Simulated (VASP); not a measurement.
The system is SrO.

```
CELL_PARAMETERS angstrom
0.00000 2.56630 2.56630
2.56630 0.00000 2.56630
2.56630 2.56630 0.00000
ATOMIC_POSITIONS crystal
Sr 0.50000 0.50000 0.50000
O 0.00000 0.00000 0.00000
```

* Program: VASP 6.6.1
* Task: relaxation of cell and atoms
* Functional: LDA
* Potentials or basis: VASP PAW LDA potentials, release 64 (Sr_sv, O)
* Cutoff: 600 eV
* k mesh: 9 × 9 × 9
* Occupations: fermi-dirac, width 0.05 eV
* Spin: no spin polarisation

At the start: pressure -3.2 GPa; volume 16.90 Å³/atom.

Question: Where does the relaxation end?

Answer: Over 3 steps the energy falls by 5.8 meV/atom and the volume is 16.34 Å³/atom (-3.3 %); space group Fm-3m (No. 225, to 0.05 Å).

The path:
```csv
step,energy change (eV),largest force (eV/Å),pressure (GPa),volume (Å³)
1,0.0000,0.0000,-3.23,33.80
2,-0.0088,0.0000,1.75,32.17
3,-0.0116,0.0000,0.00,32.69
```

Final structure:
```cif
data_structure
_symmetry_space_group_name_H-M 'P 1'
_symmetry_Int_Tables_number 1
_cell_length_a 3.5890
_cell_length_b 3.5890
_cell_length_c 3.5890
_cell_angle_alpha 60.000
_cell_angle_beta 60.000
_cell_angle_gamma 60.000
_cell_volume 32.69
loop_
_atom_site_label
_atom_site_type_symbol
_atom_site_fract_x
_atom_site_fract_y
_atom_site_fract_z
_atom_site_occupancy
Sr1 Sr 0.50000 0.50000 0.50000 1
O1 O 0.00000 0.00000 0.00000 1
```
